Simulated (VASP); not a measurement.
# C (P1) in VASP: single point with PBE

Aim: the single point of C with PBE.

All numbers are computed with VASP 6.6.1; they aren't measurements. Logs are shortened: lines on timing, memory, paths and dates and some standing lists are left out, and cuts for length are marked.

## (1) The cell of the first run

The typed cell holds 12 atoms: a = 3.809 Å, b = 5.105 Å, c = 6.259 Å, α = 107.66°, β = 90.22°, γ = 111.84°.

## (2) Single point, PBE

INCAR

```
PREC     = Accurate       # precision mode
ENCUT    = 1300           # plane-wave cutoff, eV
EDIFF    = 1E-6           # SCF threshold, eV
ISMEAR   = 0              # smearing method
SIGMA    = 0.1            # smearing width, eV
LREAL    = False          # projectors in reciprocal space
LASPH    = True           # aspherical terms in the spheres
NELM     = 120            # most SCF steps
ALGO     = Normal         # electronic algorithm
ISIF     = 2              # what is computed and relaxed
LWAVE    = False          # write WAVECAR
LCHARG   = False          # write CHGCAR
GGA      = PE             # functional
NBANDS   = 36             # bands
GGA_COMPAT= False
```

KPOINTS

```
Automatic mesh
0
Gamma
  4 4 2
```

POSCAR

```
C
1.0
    2.6964222464     -0.0006220990      2.6900962316
   -2.4468909272     -4.4738278612     -0.2368204548
    4.4036007686     -0.0066395832     -4.4473161849
C
12
Direct
    0.2283360831      0.5294914643      0.9257753852
    0.1933419318      0.4989891646      0.4178528028
    0.9490034471     -0.0295404227      0.5354103338
    0.9441097704      0.0010707227      0.0433922521
    0.5366622260      0.7812637359      0.4908839826
    0.6427125071      0.6864862839     -0.0374579038
    0.9504997352      0.2503638352      0.7303169892
    0.9287659443      0.2501742477      0.2303655268
    0.9391894186      0.2458466260      0.9659777130
    0.9432186622      0.2535707288      0.4942630027
    0.2064056582      0.8135442534      0.4990379286
    0.0051987361      0.7187393604     -0.0295400730
```

Potentials or basis: VASP PAW PBE potentials, release 64 (C_h).

The run is started by

```bash
$ cat potpaw_PBE.64/C_h/POTCAR > POTCAR
$ mpirun -np 1 vasp_std > vasp.out
```

OUTCAR:

```text
PREC = Accurate
   ENCUT = 1300
   EDIFF = 1E-6
   ISMEAR = 0
   LREAL = False
   LASPH = True
   NELM = 120
   ISIF = 2
   GGA = PE

 ion  position               nearest neighbor table
   1  0.228  0.529  0.926-   6 1.46  12 1.48
   2  0.193  0.499  0.418-   8 1.46  10 1.48   5 1.48  11 1.51
   3  0.949  0.970  0.535-  11 1.46   5 1.48
   4  0.944  0.001  0.043-   8 1.46   9 1.48  12 1.48   6 1.51
   5  0.537  0.781  0.491-  11 1.33   3 1.48   2 1.48
   6  0.643  0.686  0.963-  12 1.33   1 1.46   4 1.51
   7  0.950  0.250  0.730-   9 1.48  10 1.48
   8  0.929  0.250  0.230-   2 1.46   4 1.46
   9  0.939  0.246  0.966-   4 1.48   7 1.48
  10  0.943  0.254  0.494-   2 1.48   7 1.48
  11  0.206  0.814  0.499-   5 1.33   3 1.46   2 1.51
  12  0.005  0.719  0.970-   6 1.33   1 1.48   4 1.48

  LATTYP: Found a triclinic cell.
 ALAT       =     5.1047521849
 B/A-ratio  =     1.8587907584
 C/A-ratio  =     0.7461373799
 COS(alpha) =     0.0012922159
 COS(beta)  =     0.3719619931
 COS(gamma) =     0.7265609078

  Lattice vectors:

 A1 = (   2.4468909272,   4.4738278612,   0.2368204548)
 A2 = (  -2.2062411606,   8.9549174046,   2.2308608629)
 A3 = (   2.6964222464,  -0.0006220990,   2.6900962316)

Analysis of symmetry for initial positions (statically):
=====================================================================
 Subroutine PRICEL returns:
 Original cell was already a primitive cell.

 Routine SETGRP: Setting up the symmetry group for a
 triclinic supercell.

 Subroutine GETGRP returns: Found  1 space group operations
 (whereof  1 operations were pure point group operations)
 out of a pool of  2 trial point group operations.

The static configuration has the point symmetry C_1 .

Analysis of symmetry for dynamics (positions and initial velocities):
=====================================================================
 Subroutine PRICEL returns:
 Original cell was already a primitive cell.

 Routine SETGRP: Setting up the symmetry group for a
 triclinic supercell.

 Subroutine GETGRP returns: Found  1 space group operations
 (whereof  1 operations were pure point group operations)
 out of a pool of  2 trial point group operations.

The dynamic configuration has the point symmetry C_1 .

 Subroutine INISYM returns: Found  1 space group operations
 (whereof  1 operations are pure point group operations),
 and found     1 'primitive' translations

----------------------------------------------------------------------------------------

                                     Primitive cell

  volume of cell :     106.6938

  direct lattice vectors                    reciprocal lattice vectors
     2.696422246 -0.000622099  2.690096232     0.186467807 -0.111768096  0.184801763
    -2.446890927 -4.473827861 -0.236820455    -0.000193336 -0.223424015  0.000142123
     4.403600769 -0.006639583 -4.447316185     0.112801094 -0.055709005 -0.113079239

  length of vectors
     3.808846420  5.104752185  6.258623256     0.285331460  0.223424144  0.169158193

  position of ions in fractional coordinates (direct lattice)
     0.228336083  0.529491464  0.925775385
     0.193341932  0.498989165  0.417852803
     0.949003447  0.970459577  0.535410334
     0.944109770  0.001070723  0.043392252
     0.536662226  0.781263736  0.490883983
     0.642712507  0.686486284  0.962542096
     0.950499735  0.250363835  0.730316989
     0.928765944  0.250174248  0.230365527
     0.939189419  0.245846626  0.965977713
     0.943218662  0.253570729  0.494263003
     0.206405658  0.813544253  0.499037929
     0.005198736  0.718739360  0.970459927

  ion indices of the primitive-cell ions
   primitive index   ion index
                 1           1
                 2           2
                 3           3
                 4           4
                 5           5
                 6           6
                 7           7
                 8           8
                 9           9
                10          10
                11          11
                12          12

----------------------------------------------------------------------------------------

 KPOINTS: Automatic mesh

Automatic generation of k-mesh.
 Grid dimensions read from file:
 generate k-points for:    4    4    2

 Generating k-lattice:

  Cartesian coordinates                     Fractional coordinates (reciprocal lattice)
     0.046616952 -0.027942024  0.046200441     0.250000000  0.000000000  0.000000000
    -0.000048334 -0.055856004  0.000035531     0.000000000  0.250000000  0.000000000
     0.056400547 -0.027854502 -0.056539620     0.000000000 -0.000000000  0.500000000

  Length of vectors
     0.071332865  0.055856036  0.084579097

  Shift w.r.t. Gamma in fractional coordinates (k-lattice)
     0.000000000  0.000000000  0.000000000

 Subroutine IBZKPT returns following result:
 ===========================================

 Found     20 irreducible k-points:

 Following reciprocal coordinates:
            Coordinates               Weight
  0.000000  0.000000  0.000000      1.000000
  0.250000 -0.000000 -0.000000      2.000000
  0.500000 -0.000000 -0.000000      1.000000
  0.000000  0.250000  0.000000      2.000000
  0.250000  0.250000 -0.000000      2.000000
  0.500000  0.250000  0.000000      2.000000
[... 12 lines left out ...]
  0.250000  0.500000  0.500000      2.000000
  0.500000  0.500000  0.500000      1.000000
   k-points           NKPTS =     20   k-points in BZ     NKDIM =     20   number of bands    NBANDS=     36
   number of dos      NEDOS =    301   number of ions     NIONS =     12
   total plane-waves  NPLWV = 230400
   dimension x,y,z NGX =    48 NGY =   60 NGZ =   80
   dimension x,y,z NGXF=    96 NGYF=  120 NGZF=  160
   ions per type =              12
   NGX,Y,Z   is equivalent  to a cutoff of  20.95, 19.54, 21.25 a.u.
   NGXF,Y,Z  is equivalent  to a cutoff of  41.90, 39.08, 42.50 a.u.
 SYSTEM =  unknown system
   PREC   = accura    normal or accurate (medium, high low for compatibility)
   ISTART =      0    job   : 0-new  1-cont  2-samecut
   ICHARG =      2    charge: 1-file 2-atom 10-const
   ISPIN  =      1    spin polarized calculation?
   LNONCOLLINEAR =      F non collinear calculations
   LSORBIT =      F    spin-orbit coupling
   LASPH  =      T    aspherical Exc in radial PAW
   ENCUT  = 1300.0 eV  95.55 Ry    9.77 a.u.  11.20 15.01 18.40*2*pi/ulx,y,z
   NELM   =    120;   NELMIN=  2; NELMDL= -5     # of ELM steps
   EDIFF  = 0.1E-05   stopping-criterion for ELM
   LREAL  =      F    real-space projection
   EDIFFG = 0.1E-04   stopping-criterion for IOM
   NSW    =      0    number of steps for IOM
   IBRION =     -1    ionic relax: 0-MD 1-quasi-New 2-CG
   NFREE  =      0    steps in history (QN), initial steepest desc. (CG)
   ISIF   =      2    stress and relaxation
   ISYM   =      2    0-nonsym 1-usesym 2-fastsym
   POTIM  = 0.5000    time-step for ionic-motion
   TEBEG  =    0.0;   TEEND  =   0.0 temperature during run
   PSTRESS=    0.0 pullay stress
   NELECT =      48.0000    total number of electrons
   NUPDOWN=      -1.0000    fix difference up-down
   EMIN   =  10.00;   EMAX   =-10.00  energy-range for DOS
   EFERMI =   0.00;   METHOD = LEGACY
   ISMEAR =     0;   SIGMA  =   0.10  broadening in eV -4-tet -1-fermi 0-gaus
   EFERMI_NEDOS =   21; number of points for ismear=-14 and -15
   IALGO  =     38    algorithm
   IMIX   =      4    mixing-type and parameters
     AMIX     =   0.40;   BMIX     =  1.00
     AMIX_MAG =   1.60;   BMIX_MAG =  1.00
  volume/ion in A,a.u.               =       8.89        60.00
  Fermi-wavevector in a.u.,A,eV,Ry     =   1.254418  2.370506 21.409639  1.573564
  Thomas-Fermi vector in A             =   2.388224
   LORBIT       =      0    0 simple, 1 ext, 2 COOP (PROOUT), +10 PAW based schemes
   GGA     = PE    functional components
   LHFCALC =     F    Hartree Fock is set to
   AEXX    =    0.0000 exact exchange contribution
   IVDW    =     0    specifies the selected vdW correction
   LEPSILON=     F    determine dielectric tensor
   LRPA    =     F    only Hartree local field effects (RPA)
 non-spin polarized calculation
 Gauss-broadening in eV      SIGMA  =   0.10
  energy-cutoff  :     1300.00
  volume of cell :      106.69
 maximum number of plane-waves:     11378
 NGX is ok and might be reduce to    48
   NGX = 23   NGY = 31   NGZ = 37

 number of electron      48.0000000 magnetization

 Free energy of the ion-electron system (eV)
  ---------------------------------------------------
  ext. energy  EPLUGINS =         0.00000000
  ---------------------------------------------------
  free energy    TOTEN  =       -94.48359657 eV

  energy without entropy =      -94.48359656  energy(sigma->0) =      -94.48359657

 E-fermi :   6.1832     XC(G=0): -10.4191

 val. band max:        5.8080254944   @ k =   0.0000   0.0000   0.0000
 cond. band min:       6.5695726467   @ k =   0.5000   0.2500   0.5000
 fundamental gap:      0.7615471523
 Fermi energy:         6.1831775895

 k-point     1 :       0.0000    0.0000    0.0000
  band No.  band energies     occupation
      1     -14.9391      2.00000
      2     -13.5677      2.00000
      3     -12.1516      2.00000
      4     -11.1711      2.00000
      5     -10.8569      2.00000
      6      -9.6480      2.00000
[... 28 lines left out ...]
     35      13.5562      0.00000
     36      13.6899      0.00000

 k-point     2 :       0.2500   -0.0000   -0.0000
  band No.  band energies     occupation
      1     -14.6765      2.00000
      2     -13.3533      2.00000
      3     -12.3590      2.00000
      4     -11.5904      2.00000
      5     -10.7407      2.00000
      6      -9.4090      2.00000
[... 28 lines left out ...]
     35      13.8540      0.00000
     36      14.4202      0.00000
[... 661 lines left out ...]
     35      14.0489      0.00000
     36      14.4846      0.00000

 k-point    20 :       0.5000    0.5000    0.5000
  band No.  band energies     occupation
      1     -13.9647      2.00000
      2     -13.6365      2.00000
      3     -12.7964      2.00000
      4     -11.7908      2.00000
      5     -10.5028      2.00000
      6      -8.9835      2.00000
[... 28 lines left out ...]
     35      13.9366      0.00000
     36      14.3570      0.00000

------------------------ aborting loop because EDIFF is reached ----------------------------------------

  FORCE on cell =-STRESS in cart. coord.  units (eV):
  Direction    XX          YY          ZZ          XY          YZ          ZX
  --------------------------------------------------------------------------------------
  -------------------------------------------------------------------------------------
  Total       -0.0367189     -0.1508525     -0.1589137     -0.0168477      0.0104486     -0.0461483
  in kB       -0.5513924     -2.2652916     -2.3863426     -0.2529953      0.1569031     -0.6929906
  external PRESSURE =      -1.7343422 kB  Pullay stress =       0.0000000 kB

 VOLUME and BASIS-vectors are now :
 -----------------------------------------------------------------------------
  energy-cutoff  :     1300.00
  volume of cell :      106.69
      direct lattice vectors                 reciprocal lattice vectors
     2.696422246 -0.000622099  2.690096232     0.186467807 -0.111768096  0.184801763
    -2.446890927 -4.473827861 -0.236820455    -0.000193336 -0.223424015  0.000142123
     4.403600769 -0.006639583 -4.447316185     0.112801094 -0.055709005 -0.113079239

 POSITION                                       TOTAL-FORCE (eV/Angst)
 -----------------------------------------------------------------------------------
      3.39683     -2.37514     -3.62836         0.014682     -0.022356     -0.003195
      1.14042     -2.23529     -1.45639        -0.019629      0.000092      0.006145
      2.54204     -4.34581     -0.05805        -0.001995      0.017750      0.010064
      2.73418     -0.00567      2.34651        -0.000707      0.001652     -0.004607
      1.69706     -3.49883     -0.92446        -0.004538     -0.002976     -0.019911
      4.29192     -3.07801     -2.71434        -0.001960      0.000494      0.006638
      5.16636     -1.12553     -0.75031         0.002600      0.011403     -0.001064
      2.90663     -1.12134      1.41472         0.005712      0.008529      0.004830
      6.18467     -1.10687     -1.82772        -0.011418     -0.004962      0.015187
      4.09939     -1.13830      0.27915         0.018538     -0.014196     -0.009411
      0.76347     -3.64310     -1.85679         0.009130      0.003739      0.005713
      2.52886     -3.22196     -4.47217        -0.010414      0.000832     -0.010390
 -----------------------------------------------------------------------------------
    total drift:                               -0.000250     -0.000001     -0.000228

  FREE ENERGIE OF THE ION-ELECTRON SYSTEM (eV)
  ---------------------------------------------------
  free  energy   TOTEN  =       -94.4835965672 eV

  energy  without entropy=      -94.4835965644  energy(sigma->0) =      -94.48359657
```

It took 4.3 min on 1 thread of AMD EPYC 7R13 (Zen 3), shared host; peak memory 0.56 GiB.

Results:

```yaml
Free_energy: -94.4836 eV
Pressure: -0.2 GPa
Largest_force: 0.027 eV/Å
Band_gap_on_the_k_mesh: 0.76 eV (least direct gap 1.93 eV)
```

Forces on the atoms (eV/Å):
```
C    0.015 -0.022 -0.003
C   -0.020  0.000  0.006
C   -0.002  0.018  0.010
C   -0.001  0.002 -0.005
C   -0.005 -0.003 -0.020
C   -0.002  0.000  0.007
C    0.003  0.011 -0.001
C    0.006  0.009  0.005
C   -0.011 -0.005  0.015
C    0.019 -0.014 -0.009
C    0.009  0.004  0.006
C   -0.010  0.001 -0.010
```

Caveat: the k points lie up to 0.53 Å⁻¹ apart.
